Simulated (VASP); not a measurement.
# Os in VASP: notebook, part 2 of 2

VASP 6.6.1.

## 3. Single point, PBE (equal xx and yy strain of +1 %)

INCAR reads:

```
ALGO = Normal ; EDIFF = 1E-6
ENCUT = 520 ; GGA = PE
ISIF = 2 ; ISMEAR = -1
LASPH = T ; LCHARG = F
LREAL = F ; LWAVE = F
NBANDS = 10 ; NELM = 80
PREC = Accurate ; SIGMA = 0.05
```

KPOINTS reads:

```
k-points
0
Gamma
  14 14 14
```

POSCAR reads:

```
Os
1.0
    0.0000000000      1.9644500000      1.9450000000
    1.9644500000      0.0000000000      1.9450000000
    1.9644500000      1.9644500000      0.0000000000
Os
1
Direct
    0.0000000000      0.0000000000      0.0000000000
```

Potentials or basis: VASP PAW PBE potentials, release 64 (Os).

Started as:

```sh
cat potpaw_PBE.64/Os/POTCAR > POTCAR
mpirun -np 1 vasp_std > vasp.out
```

OUTCAR:

```text
EDIFF = 1E-6
   ENCUT = 520
   GGA = PE
   ISIF = 2
   ISMEAR = -1
   LASPH = T
   LREAL = F
   NELM = 80
   PREC = Accurate

 ion  position               nearest neighbor table
   1  0.000  0.000  0.000-

  LATTYP: Found a body centered tetragonal cell.
 ALAT       =     2.7781518326
 C/A-ratio  =     1.4002114479

  Lattice vectors:

 A1 = (   0.0000000000,  -1.9644500000,  -1.9450000000)
 A2 = (   0.0000000000,   1.9644500000,  -1.9450000000)
[... 491 lines left out ...]
     10      29.3360      0.00000

 [... further k-points ...]

------------------------ aborting loop because EDIFF is reached ----------------------------------------

  FORCE on cell =-STRESS in cart. coord.  units (eV):
  Direction    XX          YY          ZZ          XY          YZ          ZX
  --------------------------------------------------------------------------------------
  -------------------------------------------------------------------------------------
  Total       -1.6037303     -1.6037303     -1.3719953      0.0000000      0.0000000     -0.0000000
  in kB     -171.1631871   -171.1631871   -146.4305341      0.0000000      0.0000000     -0.0000000
  external PRESSURE =    -162.9189694 kB  Pullay stress =       0.0000000 kB

 VOLUME and BASIS-vectors are now :
 -----------------------------------------------------------------------------
  energy-cutoff  :      520.00
  volume of cell :       15.01
      direct lattice vectors                 reciprocal lattice vectors
     0.000000000  1.964450000  1.945000000    -0.254524167  0.254524167  0.257069409
     1.964450000  0.000000000  1.945000000     0.254524167 -0.254524167  0.257069409
     1.964450000  1.964450000  0.000000000     0.254524167  0.254524167 -0.257069409

 POSITION                                       TOTAL-FORCE (eV/Angst)
 -----------------------------------------------------------------------------------
      0.00000      0.00000      0.00000         0.000000     -0.000000      0.000000
 -----------------------------------------------------------------------------------
    total drift:                               -0.000000      0.000000      0.000000

  FREE ENERGIE OF THE ION-ELECTRON SYSTEM (eV)
  ---------------------------------------------------
  free  energy   TOTEN  =       -11.0718096866 eV

  energy  without entropy=      -11.0611951406  energy(sigma->0) =      -11.06650241
```

OSZICAR:

```text
N       E                     dE             d eps       ncg     rms          rms(c)
DAV:   1     0.354980825256E+02    0.35498E+02   -0.41412E+03  5016   0.738E+02
DAV:   2    -0.107185249190E+02   -0.46217E+02   -0.42973E+02  5030   0.197E+02
DAV:   3    -0.118067864079E+02   -0.10883E+01   -0.10797E+01  5704   0.280E+01
DAV:   4    -0.118096756270E+02   -0.28892E-02   -0.28888E-02  5336   0.164E+00
DAV:   5    -0.118096857586E+02   -0.10132E-04   -0.10131E-04  5370   0.892E-02    0.140E+01
DAV:   6    -0.112271726270E+02    0.58251E+00   -0.71210E-01  5840   0.667E+00    0.592E+00
DAV:   7    -0.110759095156E+02    0.15126E+00   -0.44146E-01  6066   0.498E+00    0.302E-01
DAV:   8    -0.110732101981E+02    0.26993E-02   -0.20959E-03  5070   0.364E-01    0.220E-01
DAV:   9    -0.110718157535E+02    0.13944E-02   -0.74398E-04  5324   0.278E-01    0.202E-02
DAV:  10    -0.110718139704E+02    0.17831E-05   -0.87440E-06  5352   0.213E-02    0.872E-03
DAV:  11    -0.110718097665E+02    0.42039E-05   -0.93636E-07  3176   0.145E-02    0.211E-03
DAV:  12    -0.110718096866E+02    0.79931E-07   -0.22494E-08  2600   0.135E-03
   1 F= -.11071810E+02 E0= -.11066502E+02  d E =-.106145E-01
```

stdout:

```text
POSCAR found type information on POSCAR Os
 POSCAR found :  1 types and       1 ions
 scaLAPACK will be used
 LDA part: xc-table for (Slater+PW92), standard interpolation
 POSCAR, INCAR and KPOINTS ok, starting setup
 FFT: planning ... GRIDC
 FFT: planning ... GRID_SOFT
 FFT: planning ... GRID
 WAVECAR not read
 entering main loop
```

It took 14 s on 1 thread of Intel Xeon 6975P-C, shared host; peak memory 0.17 GiB.

What came out:

```
Free energy            : -11.0718 eV
Pressure               : -16.3 GPa
Band gap on the k mesh : zero (band 4 reaches 10.67 eV, above the bottom of band 5 at 7.07 eV)
```

Levels at points of the mesh, in eV from the Fermi level:
| k point | band 1 | band 2 | band 3 | band 4 | band 5 | band 6 | band 7 | band 8 | band 9 |
| --- | --- | --- | --- | --- | --- | --- | --- | --- | --- |
| (0.00, 0.00, 0.00) | -10.16 | -2.71 | -2.71 | -2.58 | -0.02 | 0.14 | 14.33 | 19.63 | 19.63 |
| (0.50, 0.00, 0.00) | -7.04 | -2.87 | -2.74 | -0.15 | 2.18 | 2.26 | 8.18 | 13.84 | 19.63 |
| (0.50, 0.50, 0.00) | -6.85 | -6.19 | 2.17 | 2.39 | 2.84 | 2.84 | 11.38 | 11.75 | 11.75 |
| (0.50, 0.00, 0.50) | -6.86 | -6.18 | 2.18 | 2.19 | 2.77 | 2.90 | 11.12 | 11.87 | 11.98 |

Caveat: the cell differs from its parent crystal (equal xx and yy strain of +1 %); spin-orbit coupling is left out, which moves the levels of the heavy elements.

## 4. Single point, PBE (equal xx and yy strain of +3 %)

INCAR reads:

```
  ALGO = Normal
  EDIFF = 1E-6
  ENCUT = 520
  GGA = PE
  ISIF = 2
  ISMEAR = -1
  LASPH = T
  LCHARG = T
  LELF = T
  LREAL = F
  LVHAR = T
  LWAVE = F
  NBANDS = 10
  NELM = 80
  PREC = Accurate
  SIGMA = 0.05
```

KPOINTS is that of step 3.

POSCAR reads:

```
Os
1.0
    0.0000000000      2.0033500000      1.9450000000
    2.0033500000      0.0000000000      1.9450000000
    2.0033500000      2.0033500000      0.0000000000
Os
1
Direct
    0.0000000000      0.0000000000      0.0000000000
```

Started as:

```sh
cat potpaw_PBE.64/Os/POTCAR > POTCAR
mpirun -np 1 vasp_std > vasp.out
```

Wall time 12 s (1 thread of Intel Xeon 6975P-C, shared host); peak memory 0.17 GiB.

Results (log left out):

* Free energy: -10.9837 eV
* Pressure: -27.3 GPa
* Band gap on the k mesh: zero (band 4 reaches 10.33 eV, above the bottom of band 5 at 6.52 eV)

Stress tensor (GPa, compression positive):
```
-29.70   0.00   0.00
  0.00 -29.70   0.00
  0.00   0.00 -22.58
```

Levels at points of the mesh, in eV from the Fermi level:
| k point | band 1 | band 2 | band 3 | band 4 | band 5 | band 6 | band 7 | band 8 |
| --- | --- | --- | --- | --- | --- | --- | --- | --- |
| (0.00, 0.00, 0.00) | -9.82 | -2.64 | -2.64 | -2.27 | -0.19 | 0.27 | 14.34 | 19.21 |
| (0.50, 0.00, 0.00) | -6.71 | -2.84 | -2.45 | -0.12 | 1.96 | 2.18 | 7.71 | 13.82 |
| (0.50, 0.50, 0.00) | -6.47 | -5.87 | 2.01 | 2.59 | 2.66 | 2.66 | 11.09 | 11.28 |
| (0.50, 0.00, 0.50) | -6.51 | -5.83 | 2.00 | 2.02 | 2.46 | 2.80 | 10.37 | 11.64 |

Caveat: the cell differs from its parent crystal (equal xx and yy strain of +3 %); spin-orbit coupling is left out, which moves the levels of the heavy elements.

## 5. Single point, PBE (equal xy, yz and zx shear strains of -3 %)

INCAR reads:

```
SYSTEM = Os
PREC = Accurate
ENCUT = 520
EDIFF = 1E-6
ISMEAR = -1
SIGMA = 0.05
LREAL = .False.
LASPH = .True.
NELM = 100
ALGO = Normal
ISIF = 2
LWAVE = .False.
LCHARG = .False.
GGA = PE
NBANDS = 10
```

KPOINTS reads:

```
Automatic mesh
0
Gamma
  14 14 14
  0 0 0
```

POSCAR reads:

```
Os
1.0
   -0.0583500000      1.9158250000      1.9158250000
    1.9158250000     -0.0583500000      1.9158250000
    1.9158250000      1.9158250000     -0.0583500000
Os
1
Direct
    0.0000000000      0.0000000000      0.0000000000
```

Started as:

```sh
cat potpaw_PBE.64/Os/POTCAR > POTCAR
mpirun -np 1 vasp_std > vasp.out
```

Run time: 16 s. Hardware: 1 thread of Intel Xeon 6975P-C, shared host; peak memory 0.16 GiB.

The run converged. Its results:

```
Free energy            : -11.0651 eV
Pressure               : -8.5 GPa
Band gap on the k mesh : zero (band 4 reaches 10.88 eV, above the bottom of band 5 at 7.38 eV)
```

Stress tensor (GPa, compression positive):
```
-8.54  7.79  7.79
 7.79 -8.54  7.79
 7.79  7.79 -8.54
```

Levels at points of the mesh, in eV from the Fermi level:
```tsv
k point	band 2	band 3	band 4	band 5	band 6	band 7
(0.00, 0.00, 0.00)	-3.05	-3.05	-2.25	0.10	0.10	14.29
(0.50, 0.00, 0.00)	-3.27	-2.44	-0.32	1.96	2.46	8.24
(0.50, 0.50, 0.00)	-6.39	2.16	2.29	2.89	3.03	11.44
(0.50, 0.50, 0.50)	-3.05	-3.05	0.31	2.47	2.47	9.10
```

Caveat: the cell differs from its parent crystal (equal xy, yz and zx shear strains of -3 %); spin-orbit coupling is left out, which moves the levels of the heavy elements.

## 6. Single point, PBE (equal xy, yz and zx shear strains of -1 %)

INCAR reads:

```
  PREC = Accurate
  ENCUT = 520
  EDIFF = 1E-7
  ISMEAR = -1
  SIGMA = 0.05
  LREAL = F
  LASPH = T
  NELM = 60
  ALGO = Normal
  ISIF = 2
  LWAVE = F
  LCHARG = F
  GGA = PE
  NBANDS = 10
```

KPOINTS reads:

```
regular mesh
0
Gamma
  14 14 14
```

POSCAR reads:

```
Os
1.0
   -0.0194500000      1.9352750000      1.9352750000
    1.9352750000     -0.0194500000      1.9352750000
    1.9352750000      1.9352750000     -0.0194500000
Os
1
Direct
    0.0000000000      0.0000000000      0.0000000000
```

Potentials or basis: VASP PAW PBE potentials, release 64 (Os).

Started as:

```sh
cat potpaw_PBE.64/Os/POTCAR > POTCAR
mpirun -np 1 vasp_std > vasp.out
```

Wall time 18 s (1 thread of Intel Xeon 6975P-C, shared host); peak memory 0.16 GiB.

Results (log left out):

- Free energy: -11.0931 eV
- Pressure: -9.6 GPa
- Band gap on the k mesh: zero (band 4 reaches 10.86 eV, above the bottom of band 5 at 7.43 eV)

Stress tensor (GPa, compression positive):
```
-9.57  2.49  2.49
 2.49 -9.57  2.49
 2.49  2.49 -9.57
```

Levels at points of the mesh, in eV from the Fermi level:
```
           k point  band 1  band 2  band 3  band 4  band 5  band 6  band 7  band 8  band 9
(0.00, 0.00, 0.00)  -10.33   -2.84   -2.84   -2.58    0.07    0.07   14.32   19.69   19.69
(0.50, 0.00, 0.00)   -7.22   -3.01   -2.74   -0.21    2.19    2.37    8.35   13.89   19.80
(0.50, 0.50, 0.00)   -7.05   -6.37    2.25    2.29    2.93    2.95   11.53   11.81   12.18
(0.50, 0.50, 0.50)   -7.18   -2.94   -2.94    0.00    2.36    2.36    8.65   13.72   19.72
```

Caveat: the cell differs from its parent crystal (equal xy, yz and zx shear strains of -1 %); spin-orbit coupling is left out, which moves the levels of the heavy elements.

## 7. The runs side by side

| cell | gap on the mesh (eV) | pressure (GPa) |
| --- | --- | --- |
| a = 2.723, b = 2.723, c = 2.696 Å, angles 60.3, 60.3, 59.3°, 1 atom | none | 6.0 |
| a = 2.764, b = 2.764, c = 2.778 Å, angles 59.8, 59.8, 60.3°, 1 atom | none | -16.3 |
| a = 2.792, b = 2.792, c = 2.833 Å, angles 59.5, 59.5, 61.0°, 1 atom | none | -27.3 |
| a = 2.710 Å, angles 62.0°, 1 atom | none | -8.5 |
| a = 2.737 Å, angles 60.7°, 1 atom | none | -9.6 |

Alike in all rows: task single point; level PBE; potentials or basis VASP PAW PBE potentials, release 64 (Os); no spin polarisation; k mesh 14 × 14 × 14; cutoff (eV) 520; smearing fermi-dirac 0.05 eV.

Caveats: spin-orbit coupling is left out, which moves the levels of the heavy elements.

Total energies depend on the potentials used, so only differences within one code and one set of settings carry meaning.
